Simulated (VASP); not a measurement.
# TiO2 (P4_2/mnm) in VASP: notebook

Runs on TiO2. Level: PBE+D3(BJ). Tasks: single point.

Program: VASP 6.6.1. These are calculated values, not measurements. Logs are shortened: lines on timing, memory, paths and dates and some standing lists are left out, and cuts for length are marked.

**Experimental background.**

From “Shallow Valence Band of Rutile GeO2 and P-type Doping”, 2020, arxiv:2011.08928, for a bulk crystal of TiO2 at 1.6 K: band gap 3.03 eV (direct).

The runs below are set against these values where they give the same quantity.

## Step 1: The cell of the first run

It takes space group P4_2/mnm (No. 136, tetragonal). The conventional cell has a = 4.608 Å, b = 4.608 Å, c = 2.954 Å, α = 90.00°, β = 90.00°, γ = 90.00°. Within 2.6 Å of Ti (site symmetry mmm) lie 6 O at 1.95 to 1.98 Å. O (site symmetry m2m) has 3 Ti at 1.95 to 1.98 Å and 1 O at 2.55 Å within 2.6 Å.

## Step 2: Single point, PBE+D3(BJ)

Contents of INCAR:

```
  PREC = Accurate
  ENCUT = 520
  EDIFF = 1E-6
  ISMEAR = 0
  SIGMA = 0.02
  LREAL = False
  LASPH = True
  NELM = 60
  ALGO = Normal
  ISIF = 2
  LWAVE = False
  LCHARG = False
  GGA = PE
  IVDW = 12
  NBANDS = 33
```

Contents of KPOINTS:

```
Automatic mesh
0
Gamma
  6 6 10
```

Contents of POSCAR:

```
TiO2
1.0
    4.6081702500      0.0000000000      0.0000000000
    0.0000000000      4.6081702500      0.0000000000
    0.0000000000      0.0000000000      2.9542634239
Ti O
2 4
Direct
    0.0000000000      0.0000000000      0.0000000000
    0.5000000000      0.5000000000      0.5000000000
    0.3043792190      0.3043792190      0.0000000000
    0.1956207810      0.8043792190      0.5000000000
    0.6956207810      0.6956207810      0.0000000000
    0.8043792190      0.1956207810      0.5000000000
```

Potentials or basis: VASP PAW PBE potentials, release 64 (Ti_sv, O).

Started as:

```console
$ cat potpaw_PBE.64/Ti_sv/POTCAR potpaw_PBE.64/O/POTCAR > POTCAR
$ mpirun -np 1 vasp_std > vasp.out
```

OUTCAR:

```text
PREC = Accurate
   ENCUT = 520
   EDIFF = 1E-6
   ISMEAR = 0
   LREAL = False
   LASPH = True
   NELM = 60
   ISIF = 2
   GGA = PE
   IVDW = 12
 IVDW          = 12

 ion  position               nearest neighbor table
   1  0.000  0.000  0.000-   4 1.95   6 1.95   4 1.95   6 1.95   5 1.98   3 1.98
   2  0.500  0.500  0.500-   3 1.95   5 1.95   3 1.95   5 1.95   4 1.98   6 1.98
   3  0.304  0.304  0.000-   2 1.95   2 1.95   1 1.98
   4  0.196  0.804  0.500-   1 1.95   1 1.95   2 1.98
   5  0.696  0.696  0.000-   2 1.95   2 1.95   1 1.98
   6  0.804  0.196  0.500-   1 1.95   1 1.95   2 1.98

  LATTYP: Found a simple tetragonal cell.
 ALAT       =     4.6081702500
 C/A-ratio  =     0.6410925082

  Lattice vectors:

 A1 = (   4.6081702500,   0.0000000000,   0.0000000000)
 A2 = (   0.0000000000,   4.6081702500,   0.0000000000)
 A3 = (   0.0000000000,   0.0000000000,   2.9542634239)

Analysis of symmetry for initial positions (statically):
=====================================================================
 Subroutine PRICEL returns:
 Original cell was already a primitive cell.

 Routine SETGRP: Setting up the symmetry group for a
 simple tetragonal supercell.

 Subroutine GETGRP returns: Found 16 space group operations
 (whereof  8 operations were pure point group operations)
 out of a pool of 16 trial point group operations.

The static configuration has the point symmetry D_2h.
 The point group associated with its full space group is D_4h.

Analysis of symmetry for dynamics (positions and initial velocities):
=====================================================================
 Subroutine PRICEL returns:
 Original cell was already a primitive cell.

 Routine SETGRP: Setting up the symmetry group for a
 simple tetragonal supercell.

 Subroutine GETGRP returns: Found 16 space group operations
 (whereof  8 operations were pure point group operations)
 out of a pool of 16 trial point group operations.

The dynamic configuration has the point symmetry D_2h.
 The point group associated with its full space group is D_4h.

 Subroutine INISYM returns: Found 16 space group operations
 (whereof  8 operations are pure point group operations),
 and found     1 'primitive' translations

----------------------------------------------------------------------------------------

                                     Primitive cell

  volume of cell :      62.7345

  direct lattice vectors                    reciprocal lattice vectors
     4.608170250  0.000000000  0.000000000     0.217005871  0.000000000  0.000000000
     0.000000000  4.608170250  0.000000000     0.000000000  0.217005871  0.000000000
     0.000000000  0.000000000  2.954263424     0.000000000  0.000000000  0.338493850

  length of vectors
     4.608170250  4.608170250  2.954263424     0.217005871  0.217005871  0.338493850

  position of ions in fractional coordinates (direct lattice)
     0.000000000  0.000000000  0.000000000
     0.500000000  0.500000000  0.500000000
     0.304379219  0.304379219  0.000000000
     0.195620781  0.804379219  0.500000000
     0.695620781  0.695620781  0.000000000
     0.804379219  0.195620781  0.500000000

  ion indices of the primitive-cell ions
   primitive index   ion index
                 1           1
                 2           2
                 3           3
                 4           4
                 5           5
                 6           6

----------------------------------------------------------------------------------------

 KPOINTS: Automatic mesh

Automatic generation of k-mesh.
 Grid dimensions read from file:
 generate k-points for:    6    6   10

 Generating k-lattice:

  Cartesian coordinates                     Fractional coordinates (reciprocal lattice)
     0.036167645  0.000000000  0.000000000     0.166666667  0.000000000  0.000000000
     0.000000000  0.036167645  0.000000000     0.000000000  0.166666667  0.000000000
     0.000000000  0.000000000  0.033849385     0.000000000  0.000000000  0.100000000

  Length of vectors
     0.036167645  0.036167645  0.033849385

  Shift w.r.t. Gamma in fractional coordinates (k-lattice)
     0.000000000  0.000000000  0.000000000

 Subroutine IBZKPT returns following result:
 ===========================================

 Found     60 irreducible k-points:

 Following reciprocal coordinates:
            Coordinates               Weight
  0.000000  0.000000  0.000000      1.000000
  0.166667  0.000000  0.000000      4.000000
  0.333333  0.000000  0.000000      4.000000
  0.500000  0.000000  0.000000      2.000000
  0.166667  0.166667  0.000000      4.000000
  0.333333  0.166667  0.000000      8.000000
[... 16 lines left out ...]
  0.333333  0.000000  0.200000      8.000000
  0.500000  0.000000  0.200000      4.000000
 [... further k-points ...]
   k-points           NKPTS =     60   k-points in BZ     NKDIM =     60   number of bands    NBANDS=     33
   number of dos      NEDOS =    301   number of ions     NIONS =      6
   total plane-waves  NPLWV =  31104
   dimension x,y,z NGX =    36 NGY =   36 NGZ =   24
   dimension x,y,z NGXF=    72 NGYF=   72 NGZF=   48
   ions per type =               2   4
   NGX,Y,Z   is equivalent  to a cutoff of  12.99, 12.99, 13.51 a.u.
   NGXF,Y,Z  is equivalent  to a cutoff of  25.97, 25.97, 27.01 a.u.
 SYSTEM =  unknown system
   PREC   = accura    normal or accurate (medium, high low for compatibility)
   ISTART =      0    job   : 0-new  1-cont  2-samecut
   ICHARG =      2    charge: 1-file 2-atom 10-const
   ISPIN  =      1    spin polarized calculation?
   LNONCOLLINEAR =      F non collinear calculations
   LSORBIT =      F    spin-orbit coupling
   LASPH  =      T    aspherical Exc in radial PAW
   ENCUT  =  520.0 eV  38.22 Ry    6.18 a.u.   8.57  8.57  5.49*2*pi/ulx,y,z
   NELM   =     60;   NELMIN=  2; NELMDL= -5     # of ELM steps
   EDIFF  = 0.1E-05   stopping-criterion for ELM
   LREAL  =      F    real-space projection
   EDIFFG = 0.1E-04   stopping-criterion for IOM
   NSW    =      0    number of steps for IOM
   IBRION =     -1    ionic relax: 0-MD 1-quasi-New 2-CG
   NFREE  =      0    steps in history (QN), initial steepest desc. (CG)
   ISIF   =      2    stress and relaxation
   ISYM   =      2    0-nonsym 1-usesym 2-fastsym
   POTIM  = 0.5000    time-step for ionic-motion
   TEBEG  =    0.0;   TEEND  =   0.0 temperature during run
   PSTRESS=    0.0 pullay stress
   NELECT =      48.0000    total number of electrons
   NUPDOWN=      -1.0000    fix difference up-down
   EMIN   =  10.00;   EMAX   =-10.00  energy-range for DOS
   EFERMI =   0.00;   METHOD = LEGACY
   ISMEAR =     0;   SIGMA  =   0.02  broadening in eV -4-tet -1-fermi 0-gaus
   EFERMI_NEDOS =   21; number of points for ismear=-14 and -15
   IALGO  =     38    algorithm
   IMIX   =      4    mixing-type and parameters
     AMIX     =   0.40;   BMIX     =  1.00
     AMIX_MAG =   1.60;   BMIX_MAG =  1.00
  volume/ion in A,a.u.               =      10.46        70.56
  Fermi-wavevector in a.u.,A,eV,Ry     =   1.497338  2.829558 30.504546  2.242021
  Thomas-Fermi vector in A             =   2.609239
   LORBIT       =      0    0 simple, 1 ext, 2 COOP (PROOUT), +10 PAW based schemes
   GGA     = PE    functional components
   LHFCALC =     F    Hartree Fock is set to
   AEXX    =    0.0000 exact exchange contribution
   IVDW    =    12    specifies the selected vdW correction
   LEPSILON=     F    determine dielectric tensor
   LRPA    =     F    only Hartree local field effects (RPA)
 non-spin polarized calculation
 Gauss-broadening in eV      SIGMA  =   0.02
  energy-cutoff  :      520.00
  volume of cell :       62.73
 maximum number of plane-waves:      1720
 NGX is ok and might be reduce to    36
   NGX = 17   NGY = 17   NGZ = 11

 number of electron      48.0000021 magnetization

 Free energy of the ion-electron system (eV)
  ---------------------------------------------------
  ext. energy  EPLUGINS =         0.00000000
  ---------------------------------------------------
  free energy    TOTEN  =       -53.65623576 eV

  energy without entropy =      -53.65623576  energy(sigma->0) =      -53.65623576

 E-fermi :   5.0406     XC(G=0): -11.3858

 val. band max:        4.7955906857   @ k =   0.0000   0.0000   0.0000
 cond. band min:       6.6382719869   @ k =   0.0000   0.0000   0.0000
 fundamental gap:      1.8426813012
 Fermi energy:         5.0406232354

 k-point     1 :       0.0000    0.0000    0.0000
  band No.  band energies     occupation
      1     -52.1367      2.00000
      2     -52.1202      2.00000
      3     -28.4398      2.00000
      4     -28.4398      2.00000
      5     -28.2783      2.00000
      6     -28.2783      2.00000
[... 25 lines left out ...]
     32      11.3539      0.00000
     33      11.3540      0.00000

 k-point     2 :       0.1667    0.0000    0.0000
  band No.  band energies     occupation
      1     -52.1356      2.00000
      2     -52.1213      2.00000
      3     -28.4311      2.00000
      4     -28.4304      2.00000
      5     -28.2887      2.00000
      6     -28.2879      2.00000
[... 25 lines left out ...]
     32      11.2616      0.00000
     33      11.2810      0.00000

 k-point     3 :       0.3333    0.0000    0.0000
  band No.  band energies     occupation
      1     -52.1326      2.00000
      2     -52.1243      2.00000
      3     -28.4082      2.00000
      4     -28.4062      2.00000
      5     -28.3149      2.00000
      6     -28.3128      2.00000
[... 25 lines left out ...]
     32      11.0770      0.00000
     33      11.1145      0.00000

 k-point     4 :       0.5000    0.0000    0.0000
  band No.  band energies     occupation
      1     -52.1284      2.00000
      2     -52.1284      2.00000
      3     -28.3881      2.00000
      4     -28.3881      2.00000
      5     -28.3339      2.00000
      6     -28.3339      2.00000
[... 25 lines left out ...]
     32      10.8292      0.00000
     33      11.0013      0.00000

 k-point     5 :       0.1667    0.1667    0.0000
  band No.  band energies     occupation
      1     -52.1347      2.00000
      2     -52.1222      2.00000
      3     -28.4428      2.00000
      4     -28.4048      2.00000
      5     -28.3157      2.00000
      6     -28.2764      2.00000
[... 604 lines left out ...]
 k-point    22 :       0.1667    0.0000    0.2000
  band No.  band energies     occupation
      1     -52.1203      2.00000
      2     -52.1086      2.00000
      3     -28.4066      2.00000
      4     -28.3923      2.00000
      5     -28.3735      2.00000
      6     -28.3690      2.00000
[... 25 lines left out ...]
     32      10.6610      0.00000
     33      10.8657      0.00000

 k-point    23 :       0.3333    0.0000    0.2000
  band No.  band energies     occupation
      1     -52.1178      2.00000
      2     -52.1111      2.00000
      3     -28.4077      2.00000
      4     -28.3875      2.00000
      5     -28.3671      2.00000
      6     -28.3526      2.00000
[... 25 lines left out ...]
     32      10.2697      0.00000
     33      10.8725      0.00000

 k-point    24 :       0.5000    0.0000    0.2000
  band No.  band energies     occupation
      1     -52.1144      2.00000
      2     -52.1144      2.00000
      3     -28.3994      2.00000
      4     -28.3994      2.00000
      5     -28.3486      2.00000
      6     -28.3486      2.00000
[... 25 lines left out ...]
     32      10.0810      0.00000
     33      11.2587      0.00000

 [... further k-points ...]

------------------------ aborting loop because EDIFF is reached ----------------------------------------

 Edisp (eV)   -1.48440

 E8    (eV) :    -0.5910

  FORCE on cell =-STRESS in cart. coord.  units (eV):
  Direction    XX          YY          ZZ          XY          YZ          ZX
  --------------------------------------------------------------------------------------
  -------------------------------------------------------------------------------------
  Total       0.21213     0.21213     0.33512    -0.00000     0.00000     0.00000
  in kB       5.41747     5.41747     8.55851    -0.00000     0.00000     0.00000
  external pressure =        6.46 kB  Pullay stress =        0.00 kB

 VOLUME and BASIS-vectors are now :
 -----------------------------------------------------------------------------
  energy-cutoff  :      520.00
  volume of cell :       62.73
      direct lattice vectors                 reciprocal lattice vectors
     4.608170250  0.000000000  0.000000000     0.217005871  0.000000000  0.000000000
     0.000000000  4.608170250  0.000000000     0.000000000  0.217005871  0.000000000
     0.000000000  0.000000000  2.954263424     0.000000000  0.000000000  0.338493850

 POSITION                                       TOTAL-FORCE (eV/Angst)
 -----------------------------------------------------------------------------------
      0.00000      0.00000      0.00000         0.000000      0.000000     -0.000000
      2.30409      2.30409      1.47713         0.000000      0.000000     -0.000000
      1.40263      1.40263      0.00000        -0.018601     -0.018601      0.000000
      0.90145      3.70672      1.47713         0.018601     -0.018601     -0.000000
      3.20554      3.20554      0.00000         0.018601      0.018601     -0.000000
      3.70672      0.90145      1.47713        -0.018601      0.018601     -0.000000
 -----------------------------------------------------------------------------------
    total drift:                                0.000000      0.000000     -0.000000

  FREE ENERGIE OF THE ION-ELECTRON SYSTEM (eV)
  ---------------------------------------------------
  free  energy   TOTEN  =       -55.1406350435 eV

  energy  without entropy=      -55.1406350435  energy(sigma->0) =      -55.14063504
```

It took 72 s on 1 thread of AMD EPYC 9R45 (Zen 5), shared host; peak memory 0.21 GiB.

What came out:

```
Free energy                : -55.1406 eV
Pressure                   : 0.6 GPa
Largest force              : 0.026 eV/Å
Band gap on the k mesh     : 1.84 eV, direct
Dispersion energy per atom : -0.247 eV
```

Forces on the atoms (eV/Å):
```
Ti   0.000  0.000  0.000
Ti   0.000  0.000  0.000
O   -0.019 -0.019  0.000
O    0.019 -0.019  0.000
O    0.019  0.019  0.000
O   -0.019  0.019  0.000
```

Levels at points of the mesh, in eV from the valence-band top:
| k point | band 20 | band 21 | band 22 | band 23 | band 24 | band 25 | band 26 | band 27 | band 28 | band 29 |
| --- | --- | --- | --- | --- | --- | --- | --- | --- | --- | --- |
| (0.00, 0.00, 0.00) | -1.95 | -0.69 | -0.45 | -0.45 | 0.00 | 1.84 | 2.13 | 2.39 | 2.48 | 2.48 |
| (0.50, 0.00, 0.00) | -3.05 | -1.62 | -1.62 | -0.74 | -0.74 | 2.51 | 2.51 | 3.00 | 3.00 | 3.54 |
| (0.50, 0.50, 0.00) | -2.18 | -1.29 | -1.29 | -1.07 | -1.07 | 1.88 | 1.88 | 2.51 | 2.51 | 3.81 |
| (0.00, 0.00, 0.50) | -2.77 | -2.34 | -2.34 | -1.42 | -1.42 | 2.94 | 2.94 | 3.17 | 3.17 | 3.63 |
| (0.50, 0.00, 0.50) | -2.37 | -2.03 | -2.03 | -1.03 | -1.03 | 1.89 | 1.89 | 3.20 | 3.20 | 3.87 |
| (0.50, 0.50, 0.50) | -2.75 | -1.28 | -1.28 | -0.67 | -0.67 | 2.58 | 2.58 | 3.18 | 3.18 | 3.22 |

## Step 3: Single point, PBE+D3(BJ)

INCAR is that of step 2.

KPOINTS is that of step 2.

Contents of POSCAR:

```
TiO2
1.0
    4.6081702544      0.0000000000      0.0000000000
    0.0000000000      4.6081702544      0.0000000000
    0.0000000000      0.0000000000      2.9542634167
Ti O
2 4
Direct
    0.0000000000      0.0000000000      0.0000000000
    0.5000000000      0.5000000000      0.5000000000
    0.3043792196      0.3043792196      0.0000000000
    0.1956207804      0.8043792196      0.5000000000
    0.6956207804      0.6956207804      0.0000000000
    0.8043792196      0.1956207804      0.5000000000
```

Potentials or basis: VASP PAW PBE potentials, release 64 (Ti_sv, O).

Started as:

```console
$ cat potpaw_PBE.64/Ti_sv/POTCAR potpaw_PBE.64/O/POTCAR > POTCAR
$ mpirun -np 1 vasp_std > vasp.out
```

Run time: 71 s. Hardware: 1 thread of AMD EPYC 9R45 (Zen 5), shared host; peak memory 0.21 GiB.

Results (log left out):

* Free energy: -55.1406 eV
* Pressure: 0.6 GPa
* Largest force: 0.026 eV/Å
* Band gap on the k mesh: 1.84 eV, direct
* Dispersion energy per atom: -0.247 eV

Forces in eV/Å, atoms in the order of the input:
```
Ti   0.000  0.000  0.000
Ti   0.000  0.000  0.000
O   -0.019 -0.019  0.000
O    0.019 -0.019  0.000
O    0.019  0.019  0.000
O   -0.019  0.019  0.000
```

Stress tensor (GPa, compression positive):
```
0.54 0.00 0.00
0.00 0.54 0.00
0.00 0.00 0.86
```

Levels at points of the mesh, in eV from the valence-band top:
```tsv
k point	band 20	band 21	band 22	band 23	band 24	band 25	band 26	band 27	band 28	band 29
(0.00, 0.00, 0.00)	-1.95	-0.69	-0.45	-0.45	0.00	1.84	2.13	2.39	2.48	2.48
(0.50, 0.00, 0.00)	-3.05	-1.62	-1.62	-0.74	-0.74	2.51	2.51	3.00	3.00	3.54
(0.50, 0.50, 0.00)	-2.18	-1.29	-1.29	-1.07	-1.07	1.88	1.88	2.51	2.51	3.81
(0.00, 0.00, 0.50)	-2.77	-2.34	-2.34	-1.42	-1.42	2.94	2.94	3.17	3.17	3.63
(0.50, 0.00, 0.50)	-2.37	-2.03	-2.03	-1.03	-1.03	1.89	1.89	3.20	3.20	3.87
(0.50, 0.50, 0.50)	-2.75	-1.28	-1.28	-0.67	-0.67	2.58	2.58	3.18	3.18	3.22
```

## Step 4: How close it comes

Step 2. Against the measured gap of TiO2, 3.03 eV (direct; 1.6 K; quoted in “Shallow Valence Band of Rutile GeO2 and P-type Doping”, 2020, arxiv:2011.08928), the calculated 1.84 eV is off by -1.19 eV. 2 values of this kind are on record in papers (3.03 to 3.05 eV); this one was drawn at random among those near their median. The value is that of PBE+D3(BJ) on a finite k mesh, which can miss the band edges, without temperature or zero-point motion. Semilocal functionals fall short of measured gaps as a rule.

Step 3. Against the measured gap of TiO2, 3.03 eV (direct; 1.6 K; quoted in “Shallow Valence Band of Rutile GeO2 and P-type Doping”, 2020, arxiv:2011.08928), the calculated 1.84 eV is off by -1.19 eV. 2 values of this kind are on record in papers (3.03 to 3.05 eV); this one was drawn at random among those near their median. The value is that of PBE+D3(BJ) on a finite k mesh, which can miss the band edges, without temperature or zero-point motion. Semilocal functionals fall short of measured gaps as a rule.
